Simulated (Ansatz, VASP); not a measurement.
Fe: VASP beside Ansatz

```xyz
1
Lattice="-1.4188 1.4188 1.4188 1.4188 -1.4188 1.4188 1.4188 1.4188 -1.4188" Properties=species:S:1:pos:R:3 pbc="T T T"
Fe    0.0000    0.0000    0.0000
```

Alike in both runs: task single point; functional r2SCAN; k mesh 20 × 20 × 20; occupations gaussian, width 0.1 eV; collinear spin.

|  | VASP | Ansatz |
| --- | --- | --- |
| version | VASP 6.6.1 | Ansatz 0.2.0 |
| potentials or method | VASP PAW PBE potentials, release 64 (Fe), cutoff 520 eV | scalar-relativistic, plane waves, PAW |
| valence electrons in the cell | 8 | 16 |

|  | VASP | Ansatz | Ansatz less VASP |
| --- | --- | --- | --- |
| gap on the k mesh at the Fermi level (eV) | none | none | - |
| pressure (GPa) | 5.8 | 6.2 | +0.41 |
| net moment per atom (μB) | 2.63 | 2.63 | +0.001 |
| size of the moment on the site where the two differ most (μB) | 2.69 | 2.78 | +0.091 |

VASP's potentials were made for PBE, not for r2SCAN. Site moments also hang on the region over which each program counts them. A gap of «none» marks a metal or a gap that the smearing closes. VASP's potentials hold 8 valence electrons a cell and Ansatz's 16, so a difference there can come from the potentials and not from the codes. Ansatz's warnings: stability check not made.
